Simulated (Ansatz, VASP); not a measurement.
## Two plane-wave programs on Cd2S

Contents of INCAR:

```
ALGO = Normal
EDIFF = 1E-6
ENCUT = 520
GGA = PS
ISIF = 2
ISMEAR = -1
LASPH = T
LCHARG = F
LREAL = F
LWAVE = F
NBANDS = 22
NELM = 100
PREC = Accurate
SIGMA = 0.05
```

The input KPOINTS:

```
k-points
0
Gamma
  7 7 4
```

The input POSCAR:

```
Cd2S
1.0
    3.8041632470      0.0000000000      0.0000000000
   -1.9020816235      3.2945020121      0.0000000000
    0.0000000000      0.0000000000      5.8091920000
Cd S
2 1
Direct
    0.3333333333      0.6666666667      0.9327170000
    0.6666666667      0.3333333333      0.5787350000
    0.3333333333      0.6666666667      0.3657050000
```

Contents of input.yaml:

```yaml
crystal:
  lattice:
    - [3.804163247, 0.0, 0.0]
    - [-1.9020816235, 3.2945020121, 0.0]
    - [0.0, 0.0, 5.809192]
  atoms:
    - { symbol: Cd, position: [0.3333333333, 0.6666666667, 0.932717] }
    - { symbol: Cd, position: [0.6666666667, 0.3333333333, 0.578735] }
    - { symbol: S, position: [0.3333333333, 0.6666666667, 0.365705] }
hamiltonian:
  xc: pbesol
  pseudopotentials: { kind: paw }
kpoints:
  mp_grid: { grid: [7, 7, 4] }
scf:
  occupations: { method: fermi_dirac, width: 0.05 }
output:
  forces: true
  stress: true
  eigenvalues: true
```

Alike in both runs: task single point; functional PBEsol; k mesh 7 × 7 × 4; occupations fermi-dirac, width 0.05 eV; no spin polarisation.

```csv
,VASP,Ansatz
version,VASP 6.6.1,Ansatz 0.2.0
potentials or method,"VASP PAW PBE potentials, release 64 (Cd, S)",Ansatz PAW
plane-wave cutoff (eV),520,420
valence electrons in the cell,30,46
```

|  | VASP | Ansatz | Ansatz less VASP |
| --- | --- | --- | --- |
| gap on the k mesh at the Fermi level (eV) | 0.61 | 0.61 | +0.003 |
| least direct gap on the mesh (eV) | 0.96 | 0.96 | -0.005 |
| pressure (GPa) | 0.3 | 0.0 | -0.38 |
| traceless stress, the component that is largest in VASP (GPa) | -1.67 | -1.75 | -0.078 |
| rms of the force components (eV/Å) | 0.142 | 0.133 | -0.0086 |

VASP's potentials were made for PBE, not for PBEsol. Atom by atom the forces differ by 0.015 eV/Å (rms over components). VASP's potentials hold 30 valence electrons a cell and Ansatz's 46, so a difference there can come from the potentials and not from the codes.

Noted on Ansatz's run: odd divisions of the mesh miss points on the zone boundary, where band edges often lie, so the gap on the mesh can be too wide.
